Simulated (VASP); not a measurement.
A run of VASP 6.6.1 is set up as follows.

INCAR

```
SYSTEM = H2ClF
PREC     = Accurate       ! precision mode
ENCUT    = 520            ! plane-wave cutoff, eV
EDIFF    = 1E-7           ! SCF threshold, eV
ISMEAR   = -1             ! smearing method
SIGMA    = 0.02           ! smearing width, eV
LREAL    = .FALSE.        ! projectors in reciprocal space
LASPH    = .TRUE.         ! aspherical terms in the spheres
NELM     = 100            ! most SCF steps
ALGO     = Normal         ! electronic algorithm
ISIF     = 2              ! what is computed and relaxed
LWAVE    = .FALSE.        ! write WAVECAR
LCHARG   = .TRUE.         ! write CHGCAR
GGA      = PE             ! functional
IVDW     = 12             ! dispersion correction
LELF     = .TRUE.         ! ELF
LVHAR    = .TRUE.       
NBANDS   = 36             ! bands
```

The input KPOINTS:

```
Automatic mesh
0
G
  1 1 1
  0 0 0
```

Contents of POSCAR:

```
H2ClF
1.0
    6.5460240000      0.0000000000      0.0000000000
    0.0000000000      6.5460240000      0.0000000000
    0.0000000000      0.0000000000      6.5460240000
F H Cl
3 6 3
Direct
    0.4949111094      0.2207446841      0.7549468196
    0.6267163090      0.1837145724      0.3898855244
    0.6207890469      0.6094844749      0.5845685870
    0.5358214391      0.2329200137      0.6186045147
    0.7247605569      0.1246252687      0.3161919357
    0.5303066411      0.6980267717      0.6540458758
    0.3510222388      0.9819242948      0.8101864582
    0.1610748754      0.4093629965     -0.0818359358
    0.8340482711      0.7474919126      0.4375174915
    0.2975546683      0.7843692599      0.8093157006
    0.0711271453      0.3346000565      0.0658109411
    0.9199782952      0.8392269873      0.2887401574
```

Potentials or basis: VASP PAW PBE potentials, release 64 (F, H, Cl).

Run with:

```bash
$ cat potpaw_PBE.64/F/POTCAR potpaw_PBE.64/H/POTCAR potpaw_PBE.64/Cl/POTCAR > POTCAR
$ mpirun -np 1 vasp_gam > vasp.out
```

Estimate the pressure.

1.6 GPa.

Estimate the largest force.

3.934 eV/Å.

Predict the band gap on the k mesh.

5.59 eV.

What does it give for the dispersion energy per atom?

-0.033 eV.

Forces on the atoms (eV/Å):
```
F   -0.586 -0.220  1.192
F   -2.933  1.926  1.778
F    1.054 -0.539 -0.706
H    0.499  0.047 -0.965
H    2.840 -1.972 -1.867
H   -0.664  0.334  0.485
H   -0.103 -0.628 -0.065
H    0.867  0.675 -1.389
H   -0.508 -0.404  0.516
Cl  -0.102  1.126  0.208
Cl  -0.834 -0.826  1.405
Cl   0.470  0.481 -0.593
```

Caveat: the k points lie up to 0.96 Å⁻¹ apart.
